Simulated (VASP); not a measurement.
Set up this calculation in VASP 6.6.1, as the native input.

```
Task                   : single point
Functional             : PBEsol
Potentials or basis    : VASP PAW PBE potentials, release 64 (Ir)
Cutoff                 : 520 eV
k mesh                 : 12 × 12 × 7
Occupations            : fermi-dirac, width 0.1 eV
Spin                   : no spin polarisation
Dipole correction      : no
Further INCAR settings : ALGO = Normal; EDIFF = 1e-07; NBANDS = 16
```

The structure of Ir lies in POSCAR:

```
Ir
1.0
    2.8573048844      0.0000000000      0.0000000000
   -1.4286524422      2.4744934492      0.0000000000
    0.0000000000      0.0000000000      4.6340829011
Ir
2
Direct
    0.6666666667      0.3333333333      0.7500000000
    0.3333333333      0.6666666667      0.2500000000
```

One way to write it, as run:

INCAR

```
SYSTEM = Ir
PREC     = Accurate       ! precision mode
ENCUT    = 520            ! plane-wave cutoff, eV
EDIFF    = 1E-7           ! SCF threshold, eV
ISMEAR   = -1             ! smearing method
SIGMA    = 0.1            ! smearing width, eV
LREAL    = .FALSE.        ! projectors in reciprocal space
LASPH    = .TRUE.         ! aspherical terms in the spheres
NELM     = 80             ! most SCF steps
ALGO     = Normal         ! electronic algorithm
ISIF     = 2              ! what is computed and relaxed
LWAVE    = .FALSE.        ! write WAVECAR
LCHARG   = .FALSE.        ! write CHGCAR
GGA      = PS             ! functional
NBANDS   = 16             ! bands
```

KPOINTS

```
regular mesh
0
G
  12 12 7
  0 0 0
```

Potentials or basis: VASP PAW PBE potentials, release 64 (Ir).

Run with:

```bash
$ cat potpaw_PBE.64/Ir/POTCAR > POTCAR
$ mpirun -np 1 vasp_std > vasp.out
```

Results of the run:

| Property | Result |
| --- | --- |
| Pressure | -38.4 GPa |
| Band gap on the k mesh | zero (band 9 reaches 8.70 eV, above the bottom of band 10 at 6.09 eV) |

Caveat: the PAW data sets were made with another functional, which shifts forces and pressure a little; spin-orbit coupling is left out, which moves the levels of the heavy elements.

Run time: 52 s on 1 thread of Intel Xeon 8259CL, with other jobs on the host, peak memory 0.18 GiB.
